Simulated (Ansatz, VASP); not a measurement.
# Cu in VASP and in Ansatz

INCAR

```
  PREC = Accurate
  ENCUT = 600
  EDIFF = 1E-6
  ISMEAR = 0
  SIGMA = 0.1
  LREAL = False
  LASPH = True
  NELM = 80
  ALGO = Fast
  ISIF = 3
  LWAVE = False
  LCHARG = False
  GGA = PE
  IBRION = 2
  NSW = 90
  EDIFFG = -0.04
```

KPOINTS

```
Automatic mesh
0
Gamma
  4 4 4
```

File POSCAR:

```
Cu
1.0
   -2.9355627884      2.9355627884      2.9355627884
    2.9355627884     -2.9355627884      2.9355627884
    2.9355627884      2.9355627884     -2.9355627884
Cu
8
Direct
    0.2060000000      0.2060000000      0.2060000000
    0.5000000000      0.0000000000      0.2940000000
    0.2940000000      0.5000000000      0.0000000000
    0.0000000000      0.2940000000      0.5000000000
    0.7940000000      0.7940000000      0.7940000000
    0.5000000000      0.0000000000      0.7060000000
    0.7060000000      0.5000000000      0.0000000000
    0.0000000000      0.7060000000      0.5000000000
```

Input for Ansatz:

```yaml
crystal:
  lattice:
    - [-2.9355627884, 2.9355627884, 2.9355627884]
    - [2.9355627884, -2.9355627884, 2.9355627884]
    - [2.9355627884, 2.9355627884, -2.9355627884]
  atoms:
    - { symbol: Cu, position: [0.206, 0.206, 0.206] }
    - { symbol: Cu, position: [0.5, 0.0, 0.294] }
    - { symbol: Cu, position: [0.294, 0.5, 0.0] }
    - { symbol: Cu, position: [0.0, 0.294, 0.5] }
    - { symbol: Cu, position: [0.794, 0.794, 0.794] }
    - { symbol: Cu, position: [0.5, 0.0, 0.706] }
    - { symbol: Cu, position: [0.706, 0.5, 0.0] }
    - { symbol: Cu, position: [0.0, 0.706, 0.5] }
basis:
  ecutwfc: 420
kpoints:
  mp_grid: { grid: [4, 4, 4] }
hamiltonian:
  xc: pbe
scf:
  occupations: { method: gaussian, width: 0.1 }
  lower_state_search: "off"
output:
  forces: true
  stress: true
  eigenvalues: true
relax:
  adjacent_minimum: "off"
  f_tol: 0.04
  max_steps: 70
  cell: { stress_tol: 0.4 }
```

Alike in both runs: task relaxation of cell and atoms; functional PBE; k mesh 4 × 4 × 4; occupations gaussian, width 0.1 eV; no spin polarisation.

```csv
,VASP,Ansatz
version,VASP 6.6.1,Ansatz 0.2.0
potentials or method,"VASP PAW PBE potentials, release 64 (Cu), cutoff 600 eV","scalar-relativistic, plane waves, PAW"
valence electrons in the cell,88,152
```

Ansatz gave:

| Property | Result |
| --- | --- |
| gap on the k mesh at the Fermi level, each at its own relaxed structure (eV) | none |
| relaxed volume (Å³/atom) | 16.00 |
| relaxed cell length with the largest relative difference (Å) | 5.498 |

Problem. Estimate VASP's values.

Solution. gap on the k mesh at the Fermi level, each at its own relaxed structure (eV): none; relaxed volume (Å³/atom): 16.06; relaxed cell length with the largest relative difference (Å): 5.506.

A gap of «none» marks a metal or a gap that the smearing closes. VASP's potentials hold 88 valence electrons a cell and Ansatz's 152, so a difference there can come from the potentials and not from the codes.

The k mesh is coarse, so the values compare programs but aren't converged. Noted on VASP's run: the volume moved by over 15 % at a fixed basis, so the end points are rough.
